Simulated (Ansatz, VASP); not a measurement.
C: VASP beside Ansatz

INCAR

```
SYSTEM = C
  ALGO = Normal
  EDIFF = 1E-6
  EDIFFG = -0.04
  ENCUT = 600
  GGA = PE
  IBRION = 2
  ISIF = 3
  ISMEAR = 0
  LASPH = .TRUE.
  LCHARG = .FALSE.
  LREAL = .FALSE.
  LWAVE = .FALSE.
  NELM = 80
  NSW = 90
  PREC = Accurate
  SIGMA = 0.1
```

Contents of KPOINTS:

```
k-points
0
G
  8 6 6
  0 0 0
```

POSCAR

```
C
1.0
    2.4644716800      0.0000000000      0.0000000000
    0.1824919100      2.9546525700      0.0000000000
    0.7063463000      1.1946170000      3.4145167800
C
6
Direct
    0.8716260200      0.9803190200      0.7543720000
    0.1283739800      0.0196809800      0.2456280000
    0.2805090000      0.2817679900      0.8184990300
    0.7935289700      0.5222669800      0.6717619900
    0.2064710300      0.4777330200      0.3282380100
    0.7194910000      0.7182320100      0.1815009700
```

Input for Ansatz:

```yaml
crystal:
  lattice:
    - [2.46447168, 0.0, 0.0]
    - [0.18249191, 2.95465257, 0.0]
    - [0.7063463, 1.194617, 3.41451678]
  atoms:
    - { symbol: C, position: [0.87162602, 0.98031902, 0.754372] }
    - { symbol: C, position: [0.12837398, 0.01968098, 0.245628] }
    - { symbol: C, position: [0.280509, 0.28176799, 0.81849903] }
    - { symbol: C, position: [0.79352897, 0.52226698, 0.67176199] }
    - { symbol: C, position: [0.20647103, 0.47773302, 0.32823801] }
    - { symbol: C, position: [0.719491, 0.71823201, 0.18150097] }
basis:
  ecutwfc: 420
kpoints:
  mp_grid: { grid: [8, 6, 6] }
hamiltonian:
  xc: pbe
scf:
  occupations: { method: gaussian, width: 0.1 }
  lower_state_search: "off"
output:
  forces: true
  stress: true
  eigenvalues: true
relax:
  adjacent_minimum: "off"
  f_tol: 0.04
  max_steps: 70
  cell: { stress_tol: 0.4 }
```

Alike in both runs: task relaxation of cell and atoms; functional PBE; k mesh 8 × 6 × 6; occupations gaussian, width 0.1 eV; no spin polarisation.

```csv
,VASP,Ansatz
version,VASP 6.6.1,Ansatz 0.2.0
potentials or method,"VASP PAW PBE potentials, release 64 (C), cutoff 600 eV","scalar-relativistic, plane waves, PAW"
valence electrons in the cell,24,24
```

VASP gave:

| Quantity | Value |
| --- | --- |
| gap on the k mesh at the Fermi level, each at its own relaxed structure (eV) | none |
| relaxed volume (Å³/atom) | 6.26 |
| relaxed cell length with the largest relative difference (Å) | 3.734 |

Which values does Ansatz return?

gap on the k mesh at the Fermi level, each at its own relaxed structure (eV): none; relaxed volume (Å³/atom): 6.38; relaxed cell length with the largest relative difference (Å): 3.773.

A gap of «none» marks a metal or a gap that the smearing closes.

The k mesh is coarse, so the values compare programs but aren't converged. Noted on VASP's run: the volume moved by over 15 % at a fixed basis, so the end points are rough.
